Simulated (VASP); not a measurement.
# Si (Pm) in VASP: further runs

Si is run at these levels: LDA; tasks: single point.

Program: VASP 6.6.1. These are calculated values, not measurements. Logs are shortened: lines on timing, memory, paths and dates and some standing lists are left out, and cuts for length are marked.

## Step 1: The cell of the first run

The structure is monoclinic, space group Pm (No. 6). Conventional cell: a = 4.869 Å, b = 5.328 Å, c = 5.162 Å, α = 90.00°, β = 118.14°, γ = 90.00°. Si (site symmetry 1) has 8 Si at 2.44 to 2.88 Å within 3.2 Å. Within 3.2 Å of Si (site symmetry 1) lie 9 Si at 2.44 to 3.13 Å. Within 2.9 Å of Si (site symmetry m) lie 8 Si at 2.14 to 2.86 Å. Si (site symmetry m) has 14 Si at 2.47 to 3.42 Å within 3.5 Å. Within 2.9 Å of Si (site symmetry m) lie 8 Si at 2.14 to 2.83 Å. Si (site symmetry m) has 20 Si at 2.47 to 3.77 Å within 3.8 Å.

## Step 2: Single point, LDA (atom 5 (Si) moved -0.360 Å towards its neighbour atom 7 (Si) at 2.473 Å)

Input file INCAR:

```
SYSTEM = Si
PREC = Accurate ; ENCUT = 520
EDIFF = 1E-6 ; ISMEAR = 0
SIGMA = 0.15 ; LREAL = .False.
LASPH = .True. ; NELM = 80
ALGO = Normal ; ISIF = 2
LWAVE = .False. ; LCHARG = .False.
GGA = CA ; NBANDS = 26
```

Input file KPOINTS:

```
Automatic mesh
0
Gamma
  10 10 8
  0 0 0
```

Input file POSCAR:

```
Si
1.0
    4.5521371120     -2.4347064072      0.0000000000
    4.5521371120      2.4347064072      0.0000000000
    0.0000000000      0.0000000000      5.3276483626
Si
8
Direct
    0.5000000000      0.5000000000      0.7705063097
    0.5000000000      0.5000000000      0.2294936903
    1.0000000000      0.0000000000      0.2705063097
    0.0000000000      1.0000000000      0.7294936903
    0.7920793347      0.6465026378      0.5000000000
    0.2262158285      0.2262158285      0.0000000000
    0.2737841715      0.2737841715      0.5000000000
    0.7737841715      0.7737841715      0.0000000000
```

Potentials or basis: VASP PAW LDA potentials, release 64 (Si).

Run with:

```console
cat potpaw_LDA.64/Si/POTCAR > POTCAR
mpirun -np 1 vasp_std > vasp.out
```

OUTCAR:

```text
SYSTEM = Si
   PREC = Accurate
   ENCUT = 520
   EDIFF = 1E-6
   ISMEAR = 0
   LREAL = .False.
   LASPH = .True.
   NELM = 80
   ISIF = 2
   GGA = CA

 ion  position               nearest neighbor table
   1  0.500  0.500  0.771-   4 2.44   4 2.44   2 2.45   5 2.49   7 2.51   6 2.78   8 2.78   2 2.88

   2  0.500  0.500  0.229-   3 2.44   3 2.44   1 2.45   5 2.49   7 2.51   6 2.78   8 2.78   1 2.88

   3  0.000  0.000  0.271-   2 2.44   2 2.44   4 2.45   6 2.51   8 2.51   7 2.78   5 2.86   4 2.88
                             5 3.13
   4  0.000  0.000  0.729-   1 2.44   1 2.44   3 2.45   6 2.51   8 2.51   7 2.78   5 2.86   3 2.88
                             5 3.13
   5  0.792  0.647  0.500-   7 2.14   2 2.49   1 2.49   8 2.73   8 2.73   7 2.83   3 2.86   4 2.86
                             4 3.13   3 3.13
   6  0.226  0.226  0.000-   8 2.47   8 2.47   3 2.51   4 2.51   7 2.70   7 2.70   1 2.78   2 2.78

   7  0.274  0.274  0.500-   5 2.14   2 2.51   1 2.51   6 2.70   6 2.70   4 2.78   3 2.78   5 2.83

   8  0.774  0.774  0.000-   6 2.47   6 2.47   3 2.51   4 2.51   5 2.73   5 2.73   1 2.78   2 2.78

  LATTYP: Found a base centered orthorhombic cell.
 ALAT       =     4.8694128144
 B/A-ratio  =     1.8696862581
 C/A-ratio  =     1.0941048881

  Lattice vectors:

 A1 = (  -4.5521371120,  -2.4347064072,   0.0000000000)
 A2 = (   4.5521371120,  -2.4347064072,   0.0000000000)
 A3 = (   0.0000000000,   0.0000000000,   5.3276483626)

Analysis of symmetry for initial positions (statically):
=====================================================================
 Subroutine PRICEL returns:
 Original cell was already a primitive cell.

 Routine SETGRP: Setting up the symmetry group for a
 base centered orthorhombic supercell.

 Subroutine GETGRP returns: Found  2 space group operations
 (whereof  2 operations were pure point group operations)
 out of a pool of  8 trial point group operations.

The static configuration has the point symmetry C_1h.

Analysis of symmetry for dynamics (positions and initial velocities):
=====================================================================
 Subroutine PRICEL returns:
 Original cell was already a primitive cell.

 Routine SETGRP: Setting up the symmetry group for a
 base centered orthorhombic supercell.

 Subroutine GETGRP returns: Found  2 space group operations
 (whereof  2 operations were pure point group operations)
 out of a pool of  8 trial point group operations.

The dynamic configuration has the point symmetry C_1h.
[... 117 lines left out ...]
   ISIF   =      2    stress and relaxation
   ISYM   =      2    0-nonsym 1-usesym 2-fastsym
   POTIM  = 0.5000    time-step for ionic-motion
   TEBEG  =    0.0;   TEEND  =   0.0 temperature during run
   PSTRESS=    0.0 pullay stress
   NELECT =      32.0000    total number of electrons
   NUPDOWN=      -1.0000    fix difference up-down
   EMIN   =  10.00;   EMAX   =-10.00  energy-range for DOS
   EFERMI =   0.00;   METHOD = LEGACY
   ISMEAR =     0;   SIGMA  =   0.15  broadening in eV -4-tet -1-fermi 0-gaus
   EFERMI_NEDOS =   21; number of points for ismear=-14 and -15
   IALGO  =     38    algorithm
   IMIX   =      4    mixing-type and parameters
     AMIX     =   0.40;   BMIX     =  1.00
     AMIX_MAG =   1.60;   BMIX_MAG =  1.00
  volume/ion in A,a.u.               =      14.76        99.62
  Fermi-wavevector in a.u.,A,eV,Ry     =   1.059373  2.001925 15.269433  1.122272
  Thomas-Fermi vector in A             =   2.194716
   LORBIT       =      0    0 simple, 1 ext, 2 COOP (PROOUT), +10 PAW based schemes
   GGA     = CA    functional components
   LHFCALC =     F    Hartree Fock is set to
   AEXX    =    0.0000 exact exchange contribution
   IVDW    =     0    specifies the selected vdW correction
   LEPSILON=     F    determine dielectric tensor
   LRPA    =     F    only Hartree local field effects (RPA)
 non-spin polarized calculation
 Gauss-broadening in eV      SIGMA  =   0.15
  energy-cutoff  :      520.00
  volume of cell :      118.09
 maximum number of plane-waves:      3202
 NGX is ok and might be reduce to    40
   NGX = 19   NGY = 19   NGZ = 19

 number of electron      31.9999999 magnetization

 Free energy of the ion-electron system (eV)
  ---------------------------------------------------
  ext. energy  EPLUGINS =         0.00000000
  ---------------------------------------------------
  free energy    TOTEN  =       -45.43374744 eV

  energy without entropy =      -45.40564430  energy(sigma->0) =      -45.41969587

 E-fermi :   9.5458     XC(G=0): -11.1089

 val. band max:        9.5439497958   @ k =   0.5000   0.0000   0.2500
 cond. band min:       9.5482327469   @ k =  -0.4000   0.5000   0.0000
 fundamental gap:      0.0042829510
 Fermi energy:         9.5458165496

 k-point     1 :       0.0000    0.0000    0.0000
  band No.  band energies     occupation
      1      -4.5132      2.00000
      2       0.3479      2.00000
      3       0.4896      2.00000
      4       1.7897      2.00000
      5       2.2551      2.00000
      6       2.5347      2.00000
[... 685 lines left out ...]
     25      15.0279      0.00000
     26      15.3781      0.00000

 [... further k-points ...]

------------------------ aborting loop because EDIFF is reached ----------------------------------------

  FORCE on cell =-STRESS in cart. coord.  units (eV):
  Direction    XX          YY          ZZ          XY          YZ          ZX
  --------------------------------------------------------------------------------------
  -------------------------------------------------------------------------------------
  Total        0.0649089      5.3232851     -0.3190025     -0.5381286      0.0000000      0.0000000
  in kB        0.8806180     72.2208890     -4.3278993     -7.3007786      0.0000000      0.0000000
  external PRESSURE =      22.9245359 kB  Pullay stress =       0.0000000 kB

 VOLUME and BASIS-vectors are now :
 -----------------------------------------------------------------------------
  energy-cutoff  :      520.00
  volume of cell :      118.09
      direct lattice vectors                 reciprocal lattice vectors
     4.552137112 -2.434706407  0.000000000     0.109838519 -0.205363570  0.000000000
     4.552137112  2.434706407  0.000000000     0.109838519  0.205363570  0.000000000
     0.000000000  0.000000000  5.327648363     0.000000000  0.000000000  0.187700076

 POSITION                                       TOTAL-FORCE (eV/Angst)
 -----------------------------------------------------------------------------------
      4.55214      0.00000      4.10499        -0.023469     -0.033577      0.038519
      4.55214      0.00000      1.22266        -0.023469     -0.033577     -0.038519
      0.00000      0.00000      1.44116        -0.076787     -0.152296      0.083448
      0.00000      0.00000      3.88649        -0.076787     -0.152296     -0.083448
      6.54862     -0.35444      2.66382        -0.335500      3.542954      0.000000
      2.05953      0.00000      0.00000        -0.033786     -0.176417      0.000000
      2.49261      0.00000      2.66382         0.548382     -2.974920      0.000000
      7.04474      0.00000      0.00000         0.021415     -0.019872      0.000000
 -----------------------------------------------------------------------------------
    total drift:                                0.000002     -0.000001      0.000000

  FREE ENERGIE OF THE ION-ELECTRON SYSTEM (eV)
  ---------------------------------------------------
  free  energy   TOTEN  =       -45.4337474390 eV

  energy  without entropy=      -45.4056442980  energy(sigma->0) =      -45.41969587
```

Wall time 16 min (1 thread of Intel Xeon 8259CL, shared host); peak memory 0.58 GiB.

Results:

```yaml
Free_energy: -45.4337 eV
Pressure: 2.3 GPa
Largest_force: 3.559 eV/Å
Band_gap_on_the_k_mesh: zero (bands 16 and 17 overlap by 3.11 eV)
```

Forces on the atoms (eV/Å):
```
Si  -0.023 -0.034  0.039
Si  -0.023 -0.034 -0.039
Si  -0.077 -0.152  0.083
Si  -0.077 -0.152 -0.083
Si  -0.336  3.543  0.000
Si  -0.034 -0.176  0.000
Si   0.548 -2.975  0.000
Si   0.021 -0.020  0.000
```

Caveat: the cell differs from its parent crystal (atom 5 (Si) moved -0.360 Å towards its neighbour atom 7 (Si) at 2.473 Å); the stress differs along the axes, from -0 to 7 GPa; forces of over 1 eV/Å act on the atoms, so gaps and moduli don't describe the material at rest.

## Step 3: Single point, LDA (atom 5 (Si) moved -0.450 Å towards its neighbour atom 7 (Si) at 2.473 Å)

Input file INCAR:

```
PREC = Accurate
ENCUT = 520
EDIFF = 1E-6
ISMEAR = 0
SIGMA = 0.15
LREAL = F
LASPH = T
NELM = 60
ALGO = Normal
ISIF = 2
LWAVE = F
LCHARG = F
GGA = CA
NBANDS = 26
```

Input file KPOINTS:

```
Automatic mesh
0
Gamma
  10 10 8
```

POSCAR: that of step 2 with these lines changed.

```diff
@@ -12,3 +12,3 @@
     0.0000000000      1.0000000000      0.7294936903
-    0.7920793347      0.6465026378      0.5000000000
+    0.8085452113      0.6265743401      0.5000000000
     0.2262158285      0.2262158285      0.0000000000
```

Potentials or basis: VASP PAW LDA potentials, release 64 (Si).

Run with:

```console
cat potpaw_LDA.64/Si/POTCAR > POTCAR
mpirun -np 1 vasp_std > vasp.out
```

It took 15 min on 1 thread of Intel Xeon 8259CL, shared host; peak memory 0.58 GiB.

The run converged. Its results:

```
Free energy            : -45.0595 eV
Pressure               : 3.6 GPa
Largest force          : 5.223 eV/Å
Band gap on the k mesh : zero (bands 16 and 17 overlap by 3.02 eV)
```

Forces on the atoms (eV/Å):
```
Si   0.001 -0.038  0.040
Si   0.001 -0.038 -0.040
Si  -0.101 -0.190  0.098
Si  -0.101 -0.190 -0.098
Si  -0.764  5.167  0.000
Si  -0.035 -0.207  0.000
Si   0.985 -4.470  0.000
Si   0.015 -0.033  0.000
```

Stress tensor (GPa, compression positive):
```
 0.16 -1.59  0.00
-1.59 11.26  0.00
 0.00  0.00 -0.51
```

Levels at points of the mesh, in eV from the Fermi level:
```tsv
k point	band 14	band 15	band 16	band 17	band 18	band 19
(0.00, 0.00, 0.00)	-2.27	-2.05	-1.93	-1.86	-1.67	-1.55
(0.50, 0.00, 0.00)	-2.09	-0.66	-0.16	2.08	2.13	2.25
(0.00, 0.50, 0.00)	-1.92	-0.69	-0.13	1.95	2.10	2.22
(0.50, 0.50, 0.00)	-2.02	-1.65	0.40	0.67	1.75	1.86
(0.00, 0.00, 0.50)	-3.80	-2.81	-2.67	2.56	2.68	3.17
(0.50, 0.00, 0.50)	-1.07	-0.15	-0.02	0.14	0.28	0.45
(0.00, 0.50, 0.50)	-1.08	-0.32	0.09	0.13	0.21	0.59
(0.50, 0.50, 0.50)	-1.30	-1.17	-0.62	-0.46	-0.31	1.52
```

Caveat: the cell differs from its parent crystal (atom 5 (Si) moved -0.450 Å towards its neighbour atom 7 (Si) at 2.473 Å); the stress differs along the axes, from -1 to 11 GPa; forces of over 1 eV/Å act on the atoms, so gaps and moduli don't describe the material at rest.

[end of part 1 of 2]
